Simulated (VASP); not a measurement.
# Zr4Sb (P4/nbm) in VASP: notebook

The runs below take Zr4Sb through single point, relaxation of shape and atoms at fixed volume, with PBE.

All numbers are computed with VASP 6.6.1; they aren't measurements. Logs are shortened: lines on timing, memory, paths and dates and some standing lists are left out, and cuts for length are marked.

## (1) The cell of the first run

The structure is tetragonal, space group P4/nbm (No. 125). Conventional cell: a = 6.551 Å, b = 6.551 Å, c = 5.697 Å, α = 90.00°, β = 90.00°, γ = 90.00°. Zr (site symmetry m) has 11 Zr at 2.82 to 3.66 Å and 2 Sb at 2.92 Å within 3.7 Å. Within 3.9 Å of Sb (site symmetry 422) lie 8 Zr at 2.92 Å.

## (2) Single point, PBE

File INCAR:

```
  PREC = Accurate
  ENCUT = 520
  EDIFF = 1E-6
  ISMEAR = 0
  SIGMA = 0.1
  LREAL = False
  LASPH = True
  NELM = 80
  ALGO = Fast
  ISIF = 2
  LWAVE = False
  LCHARG = False
  GGA = PE
  NBANDS = 64
```

File KPOINTS:

```
regular mesh
0
Gamma
  6 6 6
```

File POSCAR:

```
Zr4Sb
1.0
    6.5505851517      0.0000000000      0.0000000000
    0.0000000000      6.5505851517      0.0000000000
    0.0000000000      0.0000000000      5.6965999655
Zr Sb
8 2
Direct
    0.6522060705      0.8477939295      0.2698359493
    0.8477939295      0.3477939295      0.2698359493
    0.1522060705      0.3477939295      0.7301640507
    0.8477939295      0.6522060705      0.7301640507
    0.6522060705      0.1522060705      0.7301640507
    0.3477939295      0.8477939295      0.7301640507
    0.3477939295      0.1522060705      0.2698359493
    0.1522060705      0.6522060705      0.2698359493
    0.5000000000      0.5000000000      0.0000000000
    0.0000000000      0.0000000000      0.0000000000
```

Potentials or basis: VASP PAW PBE potentials, release 64 (Zr_sv, Sb).

On the command line:

```console
> cat potpaw_PBE.64/Zr_sv/POTCAR potpaw_PBE.64/Sb/POTCAR > POTCAR
> mpirun -np 1 vasp_std > vasp.out
```

OUTCAR:

```text
PREC = Accurate
   ENCUT = 520
   EDIFF = 1E-6
   ISMEAR = 0
   LREAL = False
   LASPH = True
   NELM = 80
   ISIF = 2
   GGA = PE

 ion  position               nearest neighbor table
   1  0.652  0.848  0.270-   7 2.82   9 2.92  10 2.92   4 3.19   6 3.29   5 3.29   2 3.52   8 3.52
                             2 3.52   8 3.52   4 3.57   5 3.66   6 3.66
   2  0.848  0.348  0.270-   8 2.82   9 2.92  10 2.92   5 3.19   3 3.29   4 3.29   7 3.52   1 3.52
                             1 3.52   7 3.52   5 3.57   4 3.66   3 3.66
   3  0.152  0.348  0.730-   4 2.82   9 2.92  10 2.92   7 3.19   2 3.29   8 3.29   5 3.52   6 3.52
                             6 3.52   5 3.52   7 3.57   2 3.66   8 3.66
   4  0.848  0.652  0.730-   3 2.82   9 2.92  10 2.92   1 3.19   2 3.29   8 3.29   6 3.52   5 3.52
                             5 3.52   6 3.52   1 3.57   2 3.66   8 3.66
   5  0.652  0.152  0.730-   6 2.82   9 2.92  10 2.92   2 3.19   1 3.29   7 3.29   3 3.52   4 3.52
                             4 3.52   3 3.52   2 3.57   1 3.66   7 3.66
   6  0.348  0.848  0.730-   5 2.82   9 2.92  10 2.92   8 3.19   7 3.29   1 3.29   4 3.52   3 3.52
                             3 3.52   4 3.52   8 3.57   7 3.66   1 3.66
   7  0.348  0.152  0.270-   1 2.82   9 2.92  10 2.92   3 3.19   5 3.29   6 3.29   2 3.52   8 3.52
                             8 3.52   2 3.52   3 3.57   5 3.66   6 3.66
   8  0.152  0.652  0.270-   2 2.82   9 2.92  10 2.92   6 3.19   4 3.29   3 3.29   1 3.52   7 3.52
                             7 3.52   1 3.52   6 3.57   4 3.66   3 3.66
   9  0.500  0.500  0.000-   1 2.92   2 2.92   3 2.92   4 2.92   5 2.92   6 2.92   7 2.92   8 2.92

  10  0.000  0.000  0.000-   1 2.92   2 2.92   3 2.92   4 2.92   5 2.92   6 2.92   7 2.92   8 2.92

  LATTYP: Found a simple tetragonal cell.
 ALAT       =     6.5505851517
 C/A-ratio  =     0.8696322288

  Lattice vectors:

 A1 = (   6.5505851517,   0.0000000000,   0.0000000000)
 A2 = (   0.0000000000,   6.5505851517,   0.0000000000)
 A3 = (   0.0000000000,   0.0000000000,   5.6965999655)

Analysis of symmetry for initial positions (statically):
=====================================================================
 Subroutine PRICEL returns:
 Original cell was already a primitive cell.

 Routine SETGRP: Setting up the symmetry group for a
 simple tetragonal supercell.

 Subroutine GETGRP returns: Found 16 space group operations
 (whereof  8 operations were pure point group operations)
 out of a pool of 16 trial point group operations.

The static configuration has the point symmetry D_4 .
 The point group associated with its full space group is D_4h.

Analysis of symmetry for dynamics (positions and initial velocities):
=====================================================================
 Subroutine PRICEL returns:
 Original cell was already a primitive cell.

 Routine SETGRP: Setting up the symmetry group for a
 simple tetragonal supercell.

 Subroutine GETGRP returns: Found 16 space group operations
 (whereof  8 operations were pure point group operations)
 out of a pool of 16 trial point group operations.

The dynamic configuration has the point symmetry D_4 .
 The point group associated with its full space group is D_4h.

 Subroutine INISYM returns: Found 16 space group operations
 (whereof  8 operations are pure point group operations),
 and found     1 'primitive' translations

----------------------------------------------------------------------------------------

                                     Primitive cell

  volume of cell :     244.4420

  direct lattice vectors                    reciprocal lattice vectors
     6.550585152  0.000000000  0.000000000     0.152658118  0.000000000  0.000000000
     0.000000000  6.550585152  0.000000000     0.000000000  0.152658118  0.000000000
     0.000000000  0.000000000  5.696599965     0.000000000  0.000000000  0.175543308

  length of vectors
     6.550585152  6.550585152  5.696599965     0.152658118  0.152658118  0.175543308

  position of ions in fractional coordinates (direct lattice)
     0.652206071  0.847793929  0.269835949
     0.847793929  0.347793929  0.269835949
     0.152206071  0.347793929  0.730164051
     0.847793929  0.652206071  0.730164051
     0.652206071  0.152206071  0.730164051
     0.347793929  0.847793929  0.730164051
     0.347793929  0.152206071  0.269835949
     0.152206071  0.652206071  0.269835949
     0.500000000  0.500000000  0.000000000
     0.000000000  0.000000000  0.000000000

  ion indices of the primitive-cell ions
   primitive index   ion index
                 1           1
                 2           2
                 3           3
                 4           4
                 5           5
                 6           6
                 7           7
                 8           8
                 9           9
                10          10

----------------------------------------------------------------------------------------

 KPOINTS: regular mesh

Automatic generation of k-mesh.
 Grid dimensions read from file:
 generate k-points for:    6    6    6

 Generating k-lattice:

  Cartesian coordinates                     Fractional coordinates (reciprocal lattice)
     0.025443020  0.000000000  0.000000000     0.166666667  0.000000000  0.000000000
     0.000000000  0.025443020  0.000000000     0.000000000  0.166666667  0.000000000
     0.000000000  0.000000000  0.029257218     0.000000000  0.000000000  0.166666667

  Length of vectors
     0.025443020  0.025443020  0.029257218

  Shift w.r.t. Gamma in fractional coordinates (k-lattice)
     0.000000000  0.000000000  0.000000000

 Subroutine IBZKPT returns following result:
 ===========================================

 Found     40 irreducible k-points:

 Following reciprocal coordinates:
            Coordinates               Weight
  0.000000  0.000000  0.000000      1.000000
  0.166667  0.000000  0.000000      4.000000
  0.333333  0.000000  0.000000      4.000000
  0.500000  0.000000  0.000000      2.000000
  0.166667  0.166667  0.000000      4.000000
  0.333333  0.166667  0.000000      8.000000
[... 16 lines left out ...]
  0.333333  0.000000  0.333333      8.000000
  0.500000  0.000000  0.333333      4.000000
 [... further k-points ...]
   k-points           NKPTS =     40   k-points in BZ     NKDIM =     40   number of bands    NBANDS=     64
   number of dos      NEDOS =    301   number of ions     NIONS =     10
   total plane-waves  NPLWV = 105000
   dimension x,y,z NGX =    50 NGY =   50 NGZ =   42
   dimension x,y,z NGXF=   100 NGYF=  100 NGZF=   84
   ions per type =               8   2
   NGX,Y,Z   is equivalent  to a cutoff of  12.69, 12.69, 12.26 a.u.
   NGXF,Y,Z  is equivalent  to a cutoff of  25.38, 25.38, 24.51 a.u.
 SYSTEM =  unknown system
   PREC   = accura    normal or accurate (medium, high low for compatibility)
   ISTART =      0    job   : 0-new  1-cont  2-samecut
   ICHARG =      2    charge: 1-file 2-atom 10-const
   ISPIN  =      1    spin polarized calculation?
   LNONCOLLINEAR =      F non collinear calculations
   LSORBIT =      F    spin-orbit coupling
   LASPH  =      T    aspherical Exc in radial PAW
   ENCUT  =  520.0 eV  38.22 Ry    6.18 a.u.  12.18 12.18 10.59*2*pi/ulx,y,z
   NELM   =     80;   NELMIN=  2; NELMDL= -5     # of ELM steps
   EDIFF  = 0.1E-05   stopping-criterion for ELM
   LREAL  =      F    real-space projection
   EDIFFG = 0.1E-04   stopping-criterion for IOM
   NSW    =      0    number of steps for IOM
   IBRION =     -1    ionic relax: 0-MD 1-quasi-New 2-CG
   NFREE  =      0    steps in history (QN), initial steepest desc. (CG)
   ISIF   =      2    stress and relaxation
   ISYM   =      2    0-nonsym 1-usesym 2-fastsym
   POTIM  = 0.5000    time-step for ionic-motion
   TEBEG  =    0.0;   TEEND  =   0.0 temperature during run
   PSTRESS=    0.0 pullay stress
   NELECT =     106.0000    total number of electrons
   NUPDOWN=      -1.0000    fix difference up-down
   EMIN   =  10.00;   EMAX   =-10.00  energy-range for DOS
   EFERMI =   0.00;   METHOD = LEGACY
   ISMEAR =     0;   SIGMA  =   0.10  broadening in eV -4-tet -1-fermi 0-gaus
   EFERMI_NEDOS =   21; number of points for ismear=-14 and -15
   IALGO  =     68    algorithm
   IMIX   =      4    mixing-type and parameters
     AMIX     =   0.40;   BMIX     =  1.00
     AMIX_MAG =   1.60;   BMIX_MAG =  1.00
  volume/ion in A,a.u.               =      24.44       164.96
  Fermi-wavevector in a.u.,A,eV,Ry     =   1.239134  2.341623 20.891095  1.535452
  Thomas-Fermi vector in A             =   2.373630
   LORBIT       =      0    0 simple, 1 ext, 2 COOP (PROOUT), +10 PAW based schemes
   GGA     = PE    functional components
   LHFCALC =     F    Hartree Fock is set to
   AEXX    =    0.0000 exact exchange contribution
   IVDW    =     0    specifies the selected vdW correction
   LEPSILON=     F    determine dielectric tensor
   LRPA    =     F    only Hartree local field effects (RPA)
 non-spin polarized calculation
 RMM-DIIS sequential band-by-band and
 Gauss-broadening in eV      SIGMA  =   0.10
  energy-cutoff  :      520.00
  volume of cell :      244.44
 maximum number of plane-waves:      6620
 NGX is ok and might be reduce to    50
   NGX = 25   NGY = 25   NGZ = 21

 number of electron     106.0000002 magnetization

 Free energy of the ion-electron system (eV)
  ---------------------------------------------------
  ext. energy  EPLUGINS =         0.00000000
  ---------------------------------------------------
  free energy    TOTEN  =       -78.58896626 eV

  energy without entropy =      -78.54549089  energy(sigma->0) =      -78.56722857

 E-fermi :   8.4752     XC(G=0): -10.7451

 val. band max:        8.4679602989   @ k =   0.3333   0.3333   0.5000
 cond. band min:       8.4837762329   @ k =   0.1667   0.1667   0.5000
 fundamental gap:      0.0158159340
 Fermi energy:         8.4751609345

 k-point     1 :       0.0000    0.0000    0.0000
  band No.  band energies     occupation
      1     -40.3899      2.00000
      2     -40.3302      2.00000
      3     -40.3189      2.00000
      4     -40.3185      2.00000
      5     -40.2599      2.00000
      6     -40.2599      2.00000
[... 1597 lines left out ...]
     63      10.5924      0.00000
     64      10.5938      0.00000

 [... further k-points ...]

------------------------ aborting loop because EDIFF is reached ----------------------------------------

  FORCE on cell =-STRESS in cart. coord.  units (eV):
  Direction    XX          YY          ZZ          XY          YZ          ZX
  --------------------------------------------------------------------------------------
  -------------------------------------------------------------------------------------
  Total        0.0518759      0.0518759      0.0108424      0.0000000     -0.0000000      0.0000000
  in kB        0.3400165      0.3400165      0.0710658      0.0000000     -0.0000000      0.0000000
  external PRESSURE =       0.2503662 kB  Pullay stress =       0.0000000 kB

 VOLUME and BASIS-vectors are now :
 -----------------------------------------------------------------------------
  energy-cutoff  :      520.00
  volume of cell :      244.44
      direct lattice vectors                 reciprocal lattice vectors
     6.550585152  0.000000000  0.000000000     0.152658118  0.000000000  0.000000000
     0.000000000  6.550585152  0.000000000     0.000000000  0.152658118  0.000000000
     0.000000000  0.000000000  5.696599965     0.000000000  0.000000000  0.175543308

 POSITION                                       TOTAL-FORCE (eV/Angst)
 -----------------------------------------------------------------------------------
      4.27233      5.55355      1.53715         0.000589     -0.000589      0.005288
      5.55355      2.27825      1.53715        -0.000589     -0.000589      0.005288
      0.99704      2.27825      4.15945         0.000589     -0.000589     -0.005288
      5.55355      4.27233      4.15945        -0.000589      0.000589     -0.005288
      4.27233      0.99704      4.15945         0.000589      0.000589     -0.005288
      2.27825      5.55355      4.15945        -0.000589     -0.000589     -0.005288
      2.27825      0.99704      1.53715        -0.000589      0.000589      0.005288
      0.99704      4.27233      1.53715         0.000589      0.000589      0.005288
      3.27529      3.27529      0.00000         0.000000     -0.000000      0.000000
      0.00000      0.00000      0.00000        -0.000000     -0.000000      0.000000
 -----------------------------------------------------------------------------------
    total drift:                                0.000000     -0.000000     -0.000000

  FREE ENERGIE OF THE ION-ELECTRON SYSTEM (eV)
  ---------------------------------------------------
  free  energy   TOTEN  =       -78.5889662560 eV

  energy  without entropy=      -78.5454908904  energy(sigma->0) =      -78.56722857
```

It took 44 min on 1 thread of Intel Xeon Platinum 8559C (Emerald Rapids), shared host; peak memory 0.64 GiB.

Results:

```yaml
Free_energy: -78.5890 eV
Pressure: 0.0 GPa
Largest_force: 0.005 eV/Å
Band_gap_on_the_k_mesh: zero (bands 53 and 54 overlap by 0.95 eV)
```

Forces on the atoms (eV/Å):
```
Zr   0.001 -0.001  0.005
Zr  -0.001 -0.001  0.005
Zr   0.001 -0.001 -0.005
Zr  -0.001  0.001 -0.005
Zr   0.001  0.001 -0.005
Zr  -0.001 -0.001 -0.005
Zr  -0.001  0.001  0.005
Zr   0.001  0.001  0.005
Sb   0.000  0.000  0.000
Sb   0.000  0.000  0.000
```

Levels at points of the mesh, in eV from the Fermi level:
```csv
k point,band 49,band 50,band 51,band 52,band 53,band 54,band 55,band 56,band 57,band 58
"(0.00, 0.00, 0.00)",-0.81,-0.73,-0.68,-0.54,-0.18,-0.03,0.09,0.09,0.80,0.80
"(0.50, 0.00, 0.00)",-0.98,-0.98,-0.59,-0.59,0.27,0.27,0.48,0.48,0.96,0.96
"(0.50, 0.50, 0.00)",-1.16,-1.16,-0.84,-0.84,0.68,0.68,0.81,0.81,0.98,0.98
"(0.00, 0.00, 0.50)",-0.62,-0.48,-0.27,-0.21,0.20,0.20,0.20,0.54,0.74,0.74
"(0.50, 0.00, 0.50)",-0.37,-0.37,-0.36,-0.36,-0.08,-0.08,0.26,0.26,0.58,0.58
"(0.50, 0.50, 0.50)",-0.85,-0.85,-0.59,-0.59,-0.27,-0.27,-0.21,-0.21,0.71,0.71
```

Caveat: spin-orbit coupling is left out, which moves the levels of the heavy elements.

## (3) Relaxation of shape and atoms at fixed volume, PBE (22.98 Å³/atom)

This run uses another cell than the first one, of 22.98 Å³/atom.

File INCAR:

```
PREC     = Accurate       # precision mode
ENCUT    = 600            # plane-wave cutoff, eV
EDIFF    = 1E-7           # SCF threshold, eV
ISMEAR   = 0              # smearing method
SIGMA    = 0.1            # smearing width, eV
LREAL    = False          # projectors in reciprocal space
LASPH    = True           # aspherical terms in the spheres
NELM     = 80             # most SCF steps
ALGO     = Fast           # electronic algorithm
ISIF     = 4              # what is computed and relaxed
LWAVE    = False          # write WAVECAR
LCHARG   = False          # write CHGCAR
GGA      = PE             # functional
IBRION   = 2              # ionic algorithm
NSW      = 50             # ionic steps
EDIFFG   = -0.01          # ionic threshold
KPAR     = 4
```

File KPOINTS:

```
Automatic mesh
0
Gamma
  6 6 6
```

File POSCAR:

```
Zr4Sb
1.0
    6.4109022437      0.0000000000      0.0000000000
    0.0000000000      6.4109022437      0.0000000000
    0.0000000000      0.0000000000      5.5907303412
Zr Sb
8 2
Direct
    0.6521284313      0.8478715687      0.2703021041
    0.8478715687      0.3478715687      0.2703021041
    0.1521284313      0.3478715687      0.7296978959
    0.8478715687      0.6521284313      0.7296978959
    0.6521284313      0.1521284313      0.7296978959
    0.3478715687      0.8478715687      0.7296978959
    0.3478715687      0.1521284313      0.2703021041
    0.1521284313      0.6521284313      0.2703021041
    0.5000000000      0.5000000000      0.0000000000
    0.0000000000      0.0000000000      0.0000000000
```

Potentials or basis: VASP PAW PBE potentials, release 64 (Zr_sv, Sb).

On the command line:

```console
> cat potpaw_PBE.64/Zr_sv/POTCAR potpaw_PBE.64/Sb/POTCAR > POTCAR
> mpirun -np 4 vasp_std > vasp.out
```

Wall time 28 min (4 MPI ranks of Intel Xeon 6975P-C (Granite Rapids), shared host); peak memory 0.74 GiB.

It converged, with:

- Free energy: -78.2903 eV
- Energy gained by relaxing: 0.1 meV/atom
- Ionic steps: 6
- Pressure after relaxing: 6.7 GPa
- Largest force after relaxing: 0.008 eV/Å
- Band gap on the k mesh: zero (bands 53 and 54 overlap by 1.00 eV)

Forces on the atoms (eV/Å):
```
Zr   0.004 -0.004  0.005
Zr  -0.004 -0.004  0.005
Zr   0.004 -0.004 -0.005
Zr  -0.004  0.004 -0.005
Zr   0.004  0.004 -0.005
Zr  -0.004 -0.004 -0.005
Zr  -0.004  0.004  0.005
Zr   0.004  0.004  0.005
Sb   0.000  0.000  0.000
Sb   0.000  0.000  0.000
```

The path:
```
step  energy change (eV)  largest force (eV/Å)  pressure (GPa)  volume (Å³)
   1              0.0000                0.0390            6.69       229.78
   2             -0.0005                0.0175            6.67       229.78
   3             -0.0006                0.0199            6.65       229.78
   4             -0.0007                0.0137            6.65       229.78
   5             -0.0007                0.0127            6.65       229.78
   6             -0.0007                0.0082            6.65       229.78
```

Final structure:
```
CELL_PARAMETERS angstrom
6.40563 0.00000 0.00000
0.00000 6.40563 0.00000
0.00000 0.00000 5.59993
ATOMIC_POSITIONS crystal
Zr 0.65189 0.84811 0.27079
Zr 0.84811 0.34811 0.27079
Zr 0.15189 0.34811 0.72921
Zr 0.84811 0.65189 0.72921
Zr 0.65189 0.15189 0.72921
Zr 0.34811 0.84811 0.72921
Zr 0.34811 0.15189 0.27079
Zr 0.15189 0.65189 0.27079
Sb 0.50000 0.50000 0.00000
Sb 0.00000 0.00000 0.00000
```

Levels at points of the mesh, in eV from the Fermi level:
| k point | band 50 | band 51 | band 52 | band 53 | band 54 | band 55 | band 56 | band 57 |
| --- | --- | --- | --- | --- | --- | --- | --- | --- |
| (0.00, 0.00, 0.00) | -0.75 | -0.71 | -0.57 | -0.24 | 0.05 | 0.10 | 0.10 | 0.84 |
| (0.50, 0.00, 0.00) | -0.95 | -0.60 | -0.60 | 0.29 | 0.29 | 0.51 | 0.51 | 1.01 |
| (0.50, 0.50, 0.00) | -1.28 | -0.77 | -0.77 | 0.76 | 0.76 | 0.87 | 0.87 | 1.00 |
| (0.00, 0.00, 0.50) | -0.58 | -0.34 | -0.25 | 0.17 | 0.22 | 0.22 | 0.56 | 0.82 |
| (0.50, 0.00, 0.50) | -0.42 | -0.42 | -0.42 | -0.07 | -0.07 | 0.30 | 0.30 | 0.70 |
| (0.50, 0.50, 0.50) | -0.91 | -0.67 | -0.67 | -0.25 | -0.25 | -0.20 | -0.20 | 0.74 |

Caveat: spin-orbit coupling is left out, which moves the levels of the heavy elements.
